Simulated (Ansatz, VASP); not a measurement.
**One calculation of GaN, two programs**

File POSCAR:

```
GaN
1.0
    3.2440960860      0.0000000000      0.0000000000
   -1.6220480430      2.8094696228      0.0000000000
    0.0000000000      0.0000000000     10.5808182598
Ga N
4 4
Direct
    0.0000000000      0.0000000000     -0.0003613151
    0.3333333333      0.6666666667      0.2499322523
    0.0000000000      0.0000000000      0.4996386849
    0.6666666667      0.3333333333      0.7499322523
    0.0000000000      0.0000000000      0.1876438561
    0.3333333333      0.6666666667      0.4377852066
    0.0000000000      0.0000000000      0.6876438561
    0.6666666667      0.3333333333      0.9377852066
```

Contents of INCAR.step1:

```
SYSTEM = GaN
PREC = Accurate ; ENCUT = 520
ISMEAR = 0 ; SIGMA = 0.01
LREAL = .False. ; LASPH = .True.
NELM = 80 ; NBANDS = 46
GGA = PE ; ALGO = Normal
EDIFF = 1E-4 ; LWAVE = .True.
LCHARG = .False.
```

INCAR.step2

```
SYSTEM = GaN
PREC = Accurate ; ENCUT = 520
EDIFF = 1E-6 ; ISMEAR = 0
SIGMA = 0.01 ; LREAL = .False.
LASPH = .True. ; NELM = 80
ALGO = Normal ; ISIF = 2
LWAVE = .False. ; LCHARG = .False.
METAGGA = R2SCAN ; LMIXTAU = .True.
NBANDS = 46 ; ISTART = 1
```

The input KPOINTS:

```
regular mesh
0
Gamma
  9 9 2
  0 0 0
```

Input for Ansatz:

```yaml
crystal:
  lattice:
    - [3.244096086, 0.0, 0.0]
    - [-1.622048043, 2.8094696228, 0.0]
    - [0.0, 0.0, 10.5808182598]
  atoms:
    - { symbol: Ga, position: [0.0, 0.0, -0.0003613151] }
    - { symbol: Ga, position: [0.3333333333, 0.6666666667, 0.2499322523] }
    - { symbol: Ga, position: [0.0, 0.0, 0.4996386849] }
    - { symbol: Ga, position: [0.6666666667, 0.3333333333, 0.7499322523] }
    - { symbol: "N", position: [0.0, 0.0, 0.1876438561] }
    - { symbol: "N", position: [0.3333333333, 0.6666666667, 0.4377852066] }
    - { symbol: "N", position: [0.0, 0.0, 0.6876438561] }
    - { symbol: "N", position: [0.6666666667, 0.3333333333, 0.9377852066] }
kpoints:
  mp_grid: { grid: [9, 9, 2] }
hamiltonian:
  xc: r2scan
scf:
  occupations: { method: fixed }
  n_extra_bands: 6
output:
  forces: true
  stress: true
  eigenvalues: true
```

Alike in both runs: task single point; functional r2SCAN; k mesh 9 × 9 × 2; no spin polarisation.

```csv
,VASP,Ansatz
version,VASP 6.6.1,Ansatz 0.2.0
potentials or method,"VASP PAW PBE potentials, release 64 (Ga_d, N)","plane waves, PAW"
plane-wave cutoff (eV),520,500
occupations,"gaussian, width 0.01 eV",fixed
valence electrons in the cell,72,72
```

|  | VASP | Ansatz | Ansatz less VASP |
| --- | --- | --- | --- |
| gap on the k mesh at the Fermi level (eV) | 1.85 | 1.86 | +0.005 |
| pressure (GPa) | -9.2 | -10.1 | -0.94 |
| traceless stress, the component that is largest in VASP (GPa) | 0.06 | 0.03 | -0.022 |

VASP's potentials were made for PBE, not for r2SCAN.
